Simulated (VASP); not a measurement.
# F (C2/c) in VASP: dielectric tensor with PBE

Aim: the dielectric tensor of F with PBE.

All numbers are computed with VASP 6.6.1; they aren't measurements. Logs are shortened: lines on timing, memory, paths and dates and some standing lists are left out, and cuts for length are marked.

## Step 1: The cell of the first run

Symmetry: C2/c, No. 15, monoclinic system. Conventional cell: a = 5.113 Å, b = 3.168 Å, c = 6.622 Å, α = 90.00°, β = 94.87°, γ = 90.00°. Within 1.9 Å of F (site symmetry 1) lie 1 F at 1.41 Å.

## Step 2: Dielectric tensor, PBE

Contents of INCAR:

```
PREC = Accurate
ENCUT = 520
EDIFF = 1E-8
ISMEAR = 0
SIGMA = 0.01
LREAL = False
LASPH = True
NELM = 100
ALGO = Normal
ISIF = 2
LWAVE = False
LCHARG = False
GGA = PE
LEPSILON = True
```

Contents of KPOINTS:

```
regular mesh
0
Gamma
  8 8 3
```

Contents of POSCAR:

```
F
1.0
    2.5563224200     -1.5840272500      0.0000000000
    2.5563224200      1.5840272500      0.0000000000
   -0.5621106000      0.0000000000      6.5977089000
F
4
Direct
    0.5958328800      0.9153359700      0.5979555000
    0.0846640300      0.4041671200      0.9020445000
    0.4041671200      0.0846640300      0.4020445000
    0.9153359700      0.5958328800      0.0979555000
```

Potentials or basis: VASP PAW PBE potentials, release 64 (F).

Launch:

```
> cat potpaw_PBE.64/F/POTCAR > POTCAR
> mpirun -np 1 vasp_std > vasp.out
```

OUTCAR:

```text
PREC = Accurate
   ENCUT = 520
   EDIFF = 1E-8
   ISMEAR = 0
   LREAL = False
   LASPH = True
   NELM = 100
   ISIF = 2
   GGA = PE
   LEPSILON = True

 ion  position               nearest neighbor table
   1  0.596  0.915  0.598-   3 1.41
   2  0.085  0.404  0.902-   4 1.41
   3  0.404  0.085  0.402-   1 1.41
   4  0.915  0.596  0.098-   2 1.41

  LATTYP: Found a base centered monoclinic cell.
 ALAT       =     5.1126448400
 B/A-ratio  =     0.6196508068
 C/A-ratio  =     1.2951439261
 COS(beta)  =    -0.0848903096

  Lattice vectors:

 A1 = (   2.5563224200,  -1.5840272500,   0.0000000000)
 A2 = (   2.5563224200,   1.5840272500,   0.0000000000)
 A3 = (  -0.5621106000,   0.0000000000,   6.5977089000)

Analysis of symmetry for initial positions (statically):
=====================================================================
 Subroutine PRICEL returns:
 Original cell was already a primitive cell.

 Routine SETGRP: Setting up the symmetry group for a
 base centered monoclinic supercell.

 Subroutine GETGRP returns: Found  4 space group operations
 (whereof  2 operations were pure point group operations)
 out of a pool of  4 trial point group operations.

The static configuration has the point symmetry S_2 .
 The point group associated with its full space group is C_2h.

Analysis of symmetry for dynamics (positions and initial velocities):
=====================================================================
 Subroutine PRICEL returns:
 Original cell was already a primitive cell.

 Routine SETGRP: Setting up the symmetry group for a
 base centered monoclinic supercell.

 Subroutine GETGRP returns: Found  4 space group operations
 (whereof  2 operations were pure point group operations)
 out of a pool of  4 trial point group operations.

The dynamic configuration has the point symmetry S_2 .
 The point group associated with its full space group is C_2h.

 Subroutine INISYM returns: Found  4 space group operations
 (whereof  2 operations are pure point group operations),
 and found     1 'primitive' translations

----------------------------------------------------------------------------------------

                                     Primitive cell

  volume of cell :      53.4320

  direct lattice vectors                    reciprocal lattice vectors
     2.556322420 -1.584027250  0.000000000     0.195593481 -0.315651135  0.016664144
     2.556322420  1.584027250  0.000000000     0.195593481  0.315651135  0.016664144
    -0.562110600  0.000000000  6.597708900     0.000000000  0.000000000  0.151567766

  length of vectors
     3.007312196  3.007312196  6.621610911     0.371712446  0.371712446  0.151567766

  position of ions in fractional coordinates (direct lattice)
     0.595832880  0.915335970  0.597955500
     0.084664030  0.404167120  0.902044500
     0.404167120  0.084664030  0.402044500
     0.915335970  0.595832880  0.097955500

  ion indices of the primitive-cell ions
   primitive index   ion index
                 1           1
                 2           2
                 3           3
                 4           4

----------------------------------------------------------------------------------------

 KPOINTS: regular mesh

Automatic generation of k-mesh.
 Grid dimensions read from file:
 generate k-points for:    8    8    3

 Generating k-lattice:

  Cartesian coordinates                     Fractional coordinates (reciprocal lattice)
     0.024449185 -0.039456392  0.002083018     0.125000000  0.000000000 -0.000000000
     0.024449185  0.039456392  0.002083018     0.000000000  0.125000000 -0.000000000
     0.000000000  0.000000000  0.050522589     0.000000000  0.000000000  0.333333333

  Length of vectors
     0.046464056  0.046464056  0.050522589

  Shift w.r.t. Gamma in fractional coordinates (k-lattice)
     0.000000000  0.000000000  0.000000000

 Subroutine IBZKPT returns following result:
 ===========================================

 Found     57 irreducible k-points:

 Following reciprocal coordinates:
            Coordinates               Weight
  0.000000  0.000000  0.000000      1.000000
  0.125000  0.000000  0.000000      4.000000
  0.250000  0.000000  0.000000      4.000000
  0.375000  0.000000  0.000000      4.000000
  0.500000  0.000000  0.000000      2.000000
  0.125000  0.125000  0.000000      2.000000
[... 16 lines left out ...]
  0.125000  0.000000  0.333333      4.000000
  0.250000  0.000000  0.333333      4.000000
 [... further k-points ...]
[... 16 lines left out ...]
   ENCUT  =  520.0 eV  38.22 Ry    6.18 a.u.   5.59  5.59 12.31*2*pi/ulx,y,z
   NELM   =    100;   NELMIN=  2; NELMDL= -5     # of ELM steps
   EDIFF  = 0.1E-07   stopping-criterion for ELM
   LREAL  =      F    real-space projection
   EDIFFG = 0.1E-06   stopping-criterion for IOM
   NSW    =      0    number of steps for IOM
   IBRION =     -1    ionic relax: 0-MD 1-quasi-New 2-CG
   NFREE  =      0    steps in history (QN), initial steepest desc. (CG)
   ISIF   =      2    stress and relaxation
   ISYM   =      2    0-nonsym 1-usesym 2-fastsym
   POTIM  = 0.5000    time-step for ionic-motion
   TEBEG  =    0.0;   TEEND  =   0.0 temperature during run
   PSTRESS=    0.0 pullay stress
   NELECT =      28.0000    total number of electrons
   NUPDOWN=      -1.0000    fix difference up-down
   EMIN   =  10.00;   EMAX   =-10.00  energy-range for DOS
   EFERMI =   0.00;   METHOD = LEGACY
   ISMEAR =     0;   SIGMA  =   0.01  broadening in eV -4-tet -1-fermi 0-gaus
   EFERMI_NEDOS =   21; number of points for ismear=-14 and -15
   IALGO  =     38    algorithm
   IMIX   =      4    mixing-type and parameters
     AMIX     =   0.40;   BMIX     =  1.00
     AMIX_MAG =   1.60;   BMIX_MAG =  1.00
  volume/ion in A,a.u.               =      13.36        90.14
  Fermi-wavevector in a.u.,A,eV,Ry     =   1.319857  2.494169 23.701672  1.742024
  Thomas-Fermi vector in A             =   2.449725
   LORBIT       =      0    0 simple, 1 ext, 2 COOP (PROOUT), +10 PAW based schemes
   GGA     = PE    functional components
   LHFCALC =     F    Hartree Fock is set to
   AEXX    =    0.0000 exact exchange contribution
   IVDW    =     0    specifies the selected vdW correction
   LEPSILON=     T    determine dielectric tensor
   LRPA    =     F    only Hartree local field effects (RPA)
 non-spin polarized calculation
 Gauss-broadening in eV      SIGMA  =   0.01
  energy-cutoff  :      520.00
  volume of cell :       53.43
 maximum number of plane-waves:      1454
 NGX is ok and might be reduce to    24
   NGX = 11   NGY = 11   NGZ = 25

--------------------------------------- Ionic step        1  -------------------------------------------

 number of electron      27.9999996 magnetization

 E-fermi :  -4.1312     XC(G=0):  -8.4610

 val. band max:       -4.2596367196   @ k =   0.0000   0.0000   0.0000
 cond. band min:      -1.5847257951   @ k =   0.0000   0.0000   0.0000
 fundamental gap:      2.6749109245
 Fermi energy:        -4.1311535880

 k-point     1 :       0.0000    0.0000    0.0000
  band No.  band energies     occupation
      1     -29.3897      2.00000
      2     -29.1945      2.00000
      3     -23.2018      2.00000
      4     -22.6476      2.00000
      5     -11.1300      2.00000
      6     -10.0147      2.00000
[... 481 lines left out ...]
      5     -10.7909      2.00000
      6     -10.4133      2.00000
[... 10 lines left out ...]
     17       7.6278      0.00000
     18       8.4063      0.00000

 [... further k-points ...]

  FORCE on cell =-STRESS in cart. coord.  units (eV):
  Direction    XX          YY          ZZ          XY          YZ          ZX
  --------------------------------------------------------------------------------------
  -------------------------------------------------------------------------------------
  Total        0.6211936      0.9127768      1.7835481      0.0000000      0.0000000     -0.0294857
  in kB       18.6267093     27.3699347     53.4803193      0.0000000      0.0000000     -0.8841378
  external PRESSURE =      33.1589878 kB  Pullay stress =       0.0000000 kB

 VOLUME and BASIS-vectors are now :
 -----------------------------------------------------------------------------
  energy-cutoff  :      520.00
  volume of cell :       53.43
      direct lattice vectors                 reciprocal lattice vectors
     2.556322420 -1.584027250  0.000000000     0.195593481 -0.315651135  0.016664144
     2.556322420  1.584027250  0.000000000     0.195593481  0.315651135  0.016664144
    -0.562110600  0.000000000  6.597708900     0.000000000  0.000000000  0.151567766

 POSITION                                       TOTAL-FORCE (eV/Angst)
 -----------------------------------------------------------------------------------
      3.52692      0.50610      3.94514        -0.020419     -0.205794      0.481405
      0.74256      0.50610      5.95143         0.020419     -0.205794     -0.481405
      1.02362     -0.50610      2.65257         0.020419      0.205794     -0.481405
      3.80797     -0.50610      0.64628        -0.020419      0.205794      0.481405
 -----------------------------------------------------------------------------------
    total drift:                                0.000000      0.000000     -0.000000

  FREE ENERGIE OF THE ION-ELECTRON SYSTEM (eV)
  ---------------------------------------------------
  free  energy   TOTEN  =        -7.2003946038 eV

  energy  without entropy=       -7.2003946038  energy(sigma->0) =       -7.20039460

 HEAD OF MICROSCOPIC STATIC DIELECTRIC TENSOR (INDEPENDENT PARTICLE, excluding Hartree and local field effects)
 ------------------------------------------------------
           1.626238     0.000000    -0.095345
           0.000000     2.076706     0.000000
          -0.095345     0.000000     3.405574
 ------------------------------------------------------

 Free energy of the ion-electron system (eV)
  ---------------------------------------------------
  ---------------------------------------------------
  free energy    TOTEN  =        -0.09565871 eV

  energy without entropy =       -0.09565871

------------------------ aborting loop because EDIFF is reached ----------------------------------------

--------------------------------------- Ionic step        2  -------------------------------------------

------------------------ aborting loop because EDIFF is reached ----------------------------------------

--------------------------------------- Ionic step        3  -------------------------------------------

 Free energy of the ion-electron system (eV)
  ---------------------------------------------------
  ---------------------------------------------------
  free energy    TOTEN  =        -0.28063046 eV

  energy without entropy =       -0.28063046

------------------------ aborting loop because EDIFF is reached ----------------------------------------

 PIEZOELECTRIC TENSOR FIELD DIRECTION 3  (e Angst)
 -----------------------------------------------------------------------------
     0.00020  0.00000 -0.00013           (  0.00001  0.00000 -0.00001)
     0.00000  0.00070  0.00000           (  0.00000  0.00002  0.00000)
    -0.00013  0.00000 -0.00055           ( -0.00001  0.00000 -0.00001)

 PIEZOELECTRIC TENSOR FIELD DIRECTION 3  (C/m^2)
 -----------------------------------------------------------------------------
     0.00006  0.00000 -0.00004
     0.00000  0.00021  0.00000
    -0.00004  0.00000 -0.00017

 MACROSCOPIC STATIC DIELECTRIC TENSOR (including local field effects in DFT)
 ------------------------------------------------------
           1.593416     0.000000    -0.070467
           0.000000     1.851749     0.000000
          -0.070468     0.000000     2.747589
 ------------------------------------------------------

 PIEZOELECTRIC TENSOR (including local field effects)  for field in x, y, z        (e  Angst)
          XX          YY          ZZ          XY          YZ          ZX
  --------------------------------------------------------------------------------
  x     0.00000     0.00000     0.00000     0.00000     0.00000     0.00000
  y     0.00000     0.00000     0.00000     0.00000     0.00000     0.00000
  z     0.00000     0.00000     0.00000     0.00000     0.00000     0.00000

 PIEZOELECTRIC TENSOR (including local field effects)  for field in x, y, z        (C/m^2)
          XX          YY          ZZ          XY          YZ          ZX
  --------------------------------------------------------------------------------
  x     0.00000     0.00000     0.00000     0.00000     0.00000     0.00000
  y     0.00000     0.00000     0.00000     0.00000     0.00000     0.00000
  z     0.00000     0.00000     0.00000     0.00000     0.00000     0.00000

 BORN EFFECTIVE CHARGES (including local field effects) (in |e|, cummulative output)
 ---------------------------------------------------------------------------------
 ion    1
    1     0.00000     0.01313     0.00000
    2     0.01247     0.00000    -0.08486
    3     0.00000    -0.12697     0.00000
 ion    2
    1     0.00000    -0.01313     0.00000
    2    -0.01247     0.00000     0.08486
    3     0.00000     0.12697     0.00000
 ion    3
    1     0.00000     0.01313     0.00000
    2     0.01247     0.00000    -0.08486
    3     0.00000    -0.12697     0.00000
 ion    4
    1     0.00000    -0.01313     0.00000
    2    -0.01247     0.00000     0.08486
    3     0.00000     0.12697     0.00000
```

Wall time 4.2 min (1 thread of Intel Xeon Platinum 8375C at 2.90GHz (Ice Lake), shared host); peak memory 0.27 GiB.

What came out:

```
Band gap on the k mesh                  : 2.67 eV, direct
Electronic dielectric tensor (diagonal) : 1.59, 1.85, 2.75
Born charges (mean of the diagonal)     : F +0.00 e
```

Electronic dielectric tensor:
```
 1.59  0.00 -0.07
 0.00  1.85  0.00
-0.07  0.00  2.75
```

Born effective charge tensors (e):
atom 1, F
```
 0.00  0.01  0.00
 0.01  0.00 -0.08
 0.00 -0.13  0.00
```
atom 2, F
```
 0.00 -0.01  0.00
-0.01  0.00  0.08
 0.00  0.13  0.00
```
atom 3, F
```
 0.00  0.01  0.00
 0.01  0.00 -0.08
 0.00 -0.13  0.00
```
atom 4, F
```
 0.00 -0.01  0.00
-0.01  0.00  0.08
 0.00  0.13  0.00
```

A k mesh can miss the band edges. A hybrid or GW would open this gap; PBE tends to underestimate it.
